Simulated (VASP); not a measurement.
Write the native input for VASP 6.6.1 that does the following.

* Task: single point
* Functional: PBE
* Potentials or basis: VASP PAW PBE potentials, release 64 (B)
* Cutoff: 520 eV
* k mesh: 24 × 24 × 24
* Occupations: fermi-dirac, width 0.05 eV
* Spin: no spin polarisation
* Dipole correction: no
* Further INCAR settings: ALGO = Normal; EDIFF = 1e-06; NBANDS = 8

The structure of B lies in POSCAR:

```
B
1.0
    0.0000000000      1.1523929739      1.1523929739
    1.1523929739      0.0000000000      1.1523929739
    1.1523929739      1.1523929739      0.0000000000
B
1
Direct
    0.0000000000      0.0000000000      0.0000000000
```

This cell differs from its parent crystal: volume scaled by 0.52.

These files were run (other wordings do the same):

INCAR

```
PREC = Accurate ; ENCUT = 520
EDIFF = 1E-6 ; ISMEAR = -1
SIGMA = 0.05 ; LREAL = False
LASPH = True ; NELM = 100
ALGO = Normal ; ISIF = 2
LWAVE = False ; LCHARG = True
GGA = PE ; LELF = True
LVHAR = True ; NBANDS = 8
```

KPOINTS

```
regular mesh
0
Gamma
  24 24 24
```

Potentials or basis: VASP PAW PBE potentials, release 64 (B).

Run with:

```bash
$ cat potpaw_PBE.64/B/POTCAR > POTCAR
$ mpirun -np 1 vasp_std > vasp.out
```

Results of the run:

| Item | Value |
| --- | --- |
| Pressure | 567.9 GPa |

Run time: 14 s on 1 thread of AMD EPYC 7R13, on a shared host, peak memory 0.08 GiB.
